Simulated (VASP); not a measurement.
# C (R-3m) in VASP: notebook

Runs on C. Level: r2SCAN. Tasks: single point.

Everything below comes from runs of VASP 6.6.1. Logs are shortened: lines on timing, memory, paths and dates and some standing lists are left out, and cuts for length are marked.

## 1. The cell of the first run

Symmetry: R-3m, No. 166, trigonal system. Conventional cell: a = 2.456 Å, b = 2.456 Å, c = 10.557 Å, α = 90.00°, β = 90.00°, γ = 120.00°. Within 1.9 Å of C (site symmetry 3m) lie 3 C at 1.42 Å.

## 2. Single point, r2SCAN

Contents of POSCAR:

```
C
1.0
   -2.4558330623      0.0000000000      0.0000000000
   -1.2279165312     -2.1268138194      0.0000000000
    0.0000000000      0.0000000000     10.5572328611
C
6
Direct
    0.6666666667      0.6666666667      0.4999757619
    1.0000000000      1.0000000000      0.1666424286
    0.3333333333      0.3333333333      0.8333090952
    0.6666666667      0.6666666667      0.1666909048
    1.0000000000      0.0000000000      0.8333575714
    0.3333333333      0.3333333333      0.5000242381
```

Contents of INCAR.step1:

```
  ALGO = Normal
  EDIFF = 1E-4
  ENCUT = 520
  GGA = PE
  ISMEAR = 0
  LASPH = T
  LCHARG = F
  LREAL = F
  LWAVE = T
  NBANDS = 21
  NELM = 80
  PREC = Accurate
  SIGMA = 0.05
```

Contents of INCAR.step2:

```
  ALGO = Normal
  EDIFF = 1E-6
  ENCUT = 520
  ISIF = 2
  ISMEAR = 0
  ISTART = 1
  LASPH = T
  LCHARG = F
  LMIXTAU = T
  LREAL = F
  LWAVE = F
  METAGGA = R2SCAN
  NBANDS = 21
  NELM = 80
  PREC = Accurate
  SIGMA = 0.05
```

Contents of KPOINTS:

```
k-points
0
Gamma
  15 15 3
```

Potentials or basis: VASP PAW PBE potentials, release 64 (C).

Launch:

```sh
cat potpaw_PBE.64/C/POTCAR > POTCAR
cp INCAR.step1 INCAR
mpirun -np 1 vasp_std > vasp.out
cp INCAR.step2 INCAR
mpirun -np 1 vasp_std > vasp.out
```

OUTCAR:

```text
EDIFF = 1E-6
   ENCUT = 520
   ISIF = 2
   ISMEAR = 0
   ISTART = 1
   LASPH = T
   LREAL = F
   METAGGA = R2SCAN
   NELM = 80
   PREC = Accurate

 ion  position               nearest neighbor table
   1  0.667  0.667  0.500-   6 1.42   6 1.42   6 1.42
   2  0.000  0.000  0.167-   4 1.42   4 1.42   4 1.42
   3  0.333  0.333  0.833-   5 1.42   5 1.42   5 1.42
   4  0.667  0.667  0.167-   2 1.42   2 1.42   2 1.42
   5  0.000  0.000  0.833-   3 1.42   3 1.42   3 1.42
   6  0.333  0.333  0.500-   1 1.42   1 1.42   1 1.42

  LATTYP: Found a hexagonal cell.
 ALAT       =     2.4558330623
 C/A-ratio  =     4.2988397799

  Lattice vectors:

 A1 = (   1.2279165312,   2.1268138194,   0.0000000000)
 A2 = (  -2.4558330623,   0.0000000000,   0.0000000000)
 A3 = (   0.0000000000,   0.0000000000,  10.5572328611)

Analysis of symmetry for initial positions (statically):
=====================================================================
 Subroutine PRICEL returns following result:

  LATTYP: Found a trigonal (rhomboedric) cell.
 ALAT       =     3.7939793497
 COS(alpha) =     0.7905030221

  Lattice vectors:

 A1 = (   0.0000000002,   1.4178758797,  -3.5190776200)
 A2 = (   1.2279165309,  -0.7089379399,  -3.5190776211)
 A3 = (  -1.2279165310,  -0.7089379397,  -3.5190776200)

   3 primitive cells build up your supercell.

 Routine SETGRP: Setting up the symmetry group for a
 hexagonal supercell.

 Subroutine GETGRP returns: Found 12 space group operations
 (whereof 12 operations were pure point group operations)
 out of a pool of 24 trial point group operations.

The static configuration has the point symmetry D_3d.

Analysis of symmetry for dynamics (positions and initial velocities):
=====================================================================
 Subroutine PRICEL returns following result:

  LATTYP: Found a trigonal (rhomboedric) cell.
 ALAT       =     3.7939793497
 COS(alpha) =     0.7905030221

  Lattice vectors:

 A1 = (   0.0000000002,   1.4178758797,  -3.5190776200)
 A2 = (   1.2279165309,  -0.7089379399,  -3.5190776211)
 A3 = (  -1.2279165310,  -0.7089379397,  -3.5190776200)

   3 primitive cells build up your supercell.

 Routine SETGRP: Setting up the symmetry group for a
 hexagonal supercell.

 Subroutine GETGRP returns: Found 12 space group operations
 (whereof 12 operations were pure point group operations)
 out of a pool of 24 trial point group operations.

The dynamic configuration has the point symmetry D_3d.

 Subroutine INISYM returns: Found 12 space group operations
 (whereof 12 operations are pure point group operations),
 and found     3 'primitive' translations

----------------------------------------------------------------------------------------

                                     Primitive cell

  volume of cell :      18.3805

  direct lattice vectors                    reciprocal lattice vectors
     0.000000000  1.417875880 -3.519077620     0.000000000  0.470186902 -0.094721791
     1.227916531 -0.708937940 -3.519077621     0.407193801 -0.235093451 -0.094721791
    -1.227916531 -0.708937940 -3.519077620    -0.407193801 -0.235093451 -0.094721791

  length of vectors
     3.793979350  3.793979351  3.793979350     0.479633131  0.479633131  0.479633131

  position of ions in fractional coordinates (direct lattice)
     0.833357571  0.833357571  0.833357572
     0.166642428  0.166642428  0.166642429

  ion indices of the primitive-cell ions
   primitive index   ion index
                 1           1
                 2           4

----------------------------------------------------------------------------------------

 KPOINTS: k-points

Automatic generation of k-mesh.
 Grid dimensions read from file:
 generate k-points for:   15   15    3

 Generating k-lattice:

  Cartesian coordinates                     Fractional coordinates (reciprocal lattice)
    -0.027146253  0.015672897  0.000000000     0.066666667  0.000000000  0.000000000
     0.000000000 -0.031345793  0.000000000     0.000000000  0.066666667  0.000000000
     0.000000000  0.000000000  0.031573930     0.000000000  0.000000000  0.333333333

  Length of vectors
     0.031345793  0.031345793  0.031573930

  Shift w.r.t. Gamma in fractional coordinates (k-lattice)
     0.000000000  0.000000000  0.000000000

 Subroutine IBZKPT returns following result:
 ===========================================

 Found     73 irreducible k-points:

 Following reciprocal coordinates:
            Coordinates               Weight
  0.000000  0.000000  0.000000      1.000000
  0.066667 -0.000000  0.000000      6.000000
  0.133333 -0.000000  0.000000      6.000000
  0.200000 -0.000000  0.000000      6.000000
  0.266667 -0.000000  0.000000      6.000000
  0.333333 -0.000000  0.000000      6.000000
[... 16 lines left out ...]
 -0.466667  0.200000  0.000000     12.000000
 -0.400000  0.200000  0.000000      6.000000
 [... further k-points ...]
   k-points           NKPTS =     73   k-points in BZ     NKDIM =     73   number of bands    NBANDS=     21
   number of dos      NEDOS =    301   number of ions     NIONS =      6
   total plane-waves  NPLWV =  25920
   dimension x,y,z NGX =    18 NGY =   18 NGZ =   80
   dimension x,y,z NGXF=    36 NGYF=   36 NGZF=  160
   ions per type =               6
   NGX,Y,Z   is equivalent  to a cutoff of  12.18, 12.18, 12.60 a.u.
   NGXF,Y,Z  is equivalent  to a cutoff of  24.37, 24.37, 25.20 a.u.
 SYSTEM =  unknown system
   PREC   = accura    normal or accurate (medium, high low for compatibility)
   ISTART =      1    job   : 0-new  1-cont  2-samecut
   ICHARG =      0    charge: 1-file 2-atom 10-const
   ISPIN  =      1    spin polarized calculation?
   LNONCOLLINEAR =      F non collinear calculations
   LSORBIT =      F    spin-orbit coupling
   LASPH  =      T    aspherical Exc in radial PAW
   ENCUT  =  520.0 eV  38.22 Ry    6.18 a.u.   4.57  4.57 19.63*2*pi/ulx,y,z
   NELM   =     80;   NELMIN=  2; NELMDL=  0     # of ELM steps
   EDIFF  = 0.1E-05   stopping-criterion for ELM
   LREAL  =      F    real-space projection
   EDIFFG = 0.1E-04   stopping-criterion for IOM
   NSW    =      0    number of steps for IOM
   IBRION =     -1    ionic relax: 0-MD 1-quasi-New 2-CG
   NFREE  =      0    steps in history (QN), initial steepest desc. (CG)
   ISIF   =      2    stress and relaxation
   ISYM   =      2    0-nonsym 1-usesym 2-fastsym
   POTIM  = 0.5000    time-step for ionic-motion
   TEBEG  =    0.0;   TEEND  =   0.0 temperature during run
   PSTRESS=    0.0 pullay stress
   NELECT =      24.0000    total number of electrons
   NUPDOWN=      -1.0000    fix difference up-down
   EMIN   =  10.00;   EMAX   =-10.00  energy-range for DOS
   EFERMI =   0.00;   METHOD = LEGACY
   ISMEAR =     0;   SIGMA  =   0.05  broadening in eV -4-tet -1-fermi 0-gaus
   EFERMI_NEDOS =   21; number of points for ismear=-14 and -15
   IALGO  =     38    algorithm
   IMIX   =      4    mixing-type and parameters
     AMIX     =   0.40;   BMIX     =  1.00
     AMIX_MAG =   1.60;   BMIX_MAG =  1.00
  volume/ion in A,a.u.               =       9.19        62.02
  Fermi-wavevector in a.u.,A,eV,Ry     =   1.240659  2.344506 20.942561  1.539235
  Thomas-Fermi vector in A             =   2.375090
   LORBIT       =      0    0 simple, 1 ext, 2 COOP (PROOUT), +10 PAW based schemes
   METAGGA = R2SCAN    functional components
   LHFCALC =     F    Hartree Fock is set to
   AEXX    =    0.0000 exact exchange contribution
   IVDW    =     0    specifies the selected vdW correction
   LEPSILON=     F    determine dielectric tensor
   LRPA    =     F    only Hartree local field effects (RPA)
 non-spin polarized calculation
 Gauss-broadening in eV      SIGMA  =   0.05
  energy-cutoff  :      520.00
  volume of cell :       55.14
 maximum number of plane-waves:      1510
   NGX =  9   NGY =  9   NGZ = 39

 number of electron      23.9999993 magnetization

 Free energy of the ion-electron system (eV)
  ---------------------------------------------------
  ext. energy  EPLUGINS =         0.00000000
  ---------------------------------------------------
  free energy    TOTEN  =       -59.62747117 eV

  energy without entropy =      -59.62747117  energy(sigma->0) =      -59.62747117

 E-fermi :   4.2314     XC(G=0): -10.8030

 val. band max:        4.0226890529   @ k =  -0.3333   0.3333   0.0000
 cond. band min:       4.5443332241   @ k =  -0.3333   0.3333   0.0000
 fundamental gap:      0.5216441712
 Fermi energy:         4.2313934650

 k-point     1 :       0.0000    0.0000    0.0000
  band No.  band energies     occupation
      1     -16.6636      2.00000
      2     -16.5134      2.00000
      3     -16.5134      2.00000
      4      -4.2372      2.00000
      5      -4.2370      2.00000
      6      -3.0109      2.00000
[... 13 lines left out ...]
     20      13.0317      0.00000
     21      13.0317      0.00000

 k-point     2 :       0.0667   -0.0000    0.0000
  band No.  band energies     occupation
      1     -16.5512      2.00000
      2     -16.4020      2.00000
      3     -16.4020      2.00000
      4      -4.1025      2.00000
      5      -4.1023      2.00000
      6      -2.8813      2.00000
[... 13 lines left out ...]
     20      13.4923      0.00000
     21      13.5157      0.00000

 k-point     3 :       0.1333   -0.0000    0.0000
  band No.  band energies     occupation
      1     -16.2148      2.00000
      2     -16.0686      2.00000
      3     -16.0686      2.00000
      4      -3.7006      2.00000
      5      -3.7002      2.00000
      6      -2.4948      2.00000
[... 13 lines left out ...]
     20      14.8254      0.00000
     21      14.8468      0.00000
[... 457 lines left out ...]
 k-point    23 :      -0.4667    0.2000    0.0000
  band No.  band energies     occupation
      1     -11.4041      2.00000
      2     -11.3042      2.00000
      3     -11.3006      2.00000
      4      -8.2110      2.00000
      5      -8.1452      2.00000
      6      -8.1382      2.00000
[... 13 lines left out ...]
     20      16.0630      0.00000
     21      16.3505      0.00000

 k-point    24 :      -0.4000    0.2000    0.0000
  band No.  band energies     occupation
      1     -10.3994      2.00000
      2     -10.3994      2.00000
      3     -10.3445      2.00000
      4      -9.2461      2.00000
      5      -9.2461      2.00000
      6      -9.2151      2.00000
[... 13 lines left out ...]
     20      16.4145      0.00000
     21      16.4148      0.00000

 [... further k-points ...]
[... 5 lines left out ...]
  --------------------------------------------------------------------------------------
  -------------------------------------------------------------------------------------
  Total        0.3640977      0.3640977     -0.0535396      0.0000000     -0.0000000      0.0000000
  in kB       10.5791345     10.5791345     -1.5556337      0.0000000     -0.0000000      0.0000000
  external PRESSURE =       6.5342118 kB  Pullay stress =       0.0000000 kB

 VOLUME and BASIS-vectors are now :
 -----------------------------------------------------------------------------
  energy-cutoff  :      520.00
  volume of cell :       55.14
      direct lattice vectors                 reciprocal lattice vectors
    -2.455833062  0.000000000  0.000000000    -0.407193801  0.235093451  0.000000000
    -1.227916531 -2.126813819  0.000000000     0.000000000 -0.470186902  0.000000000
     0.000000000  0.000000000 10.557232861     0.000000000  0.000000000  0.094721791

 POSITION                                       TOTAL-FORCE (eV/Angst)
 -----------------------------------------------------------------------------------
     -2.45583     -1.41788      5.27836         0.000000      0.000000     -0.000009
      0.00000      0.00000      1.75928        -0.000000     -0.000000     -0.000009
     -1.22792     -0.70894      8.79744        -0.000000      0.000000     -0.000009
     -2.45583     -1.41788      1.75979         0.000000      0.000000      0.000009
      0.00000      0.00000      8.79795         0.000000     -0.000000      0.000009
     -1.22792     -0.70894      5.27887         0.000000     -0.000000      0.000009
 -----------------------------------------------------------------------------------
    total drift:                                0.000000      0.000000      0.000000

  FREE ENERGIE OF THE ION-ELECTRON SYSTEM (eV)
  ---------------------------------------------------
  free  energy   TOTEN  =       -59.6274711686 eV

  energy  without entropy=      -59.6274711685  energy(sigma->0) =      -59.62747117
```

Run time: 3.5 min. Hardware: 1 thread of Intel Xeon Platinum 8488C (Sapphire Rapids), shared host; peak memory 0.19 GiB.

Results:

| Property | Result |
| --- | --- |
| Free energy | -59.6275 eV |
| Pressure | 0.7 GPa |
| Band gap on the k mesh | 0.52 eV |

Caveat: the PAW data sets were made with another functional, which shifts forces and pressure a little. r2SCAN opens gaps a little over a GGA but as a rule still falls short of measured ones.

(Part 1 of 2 ends here.)
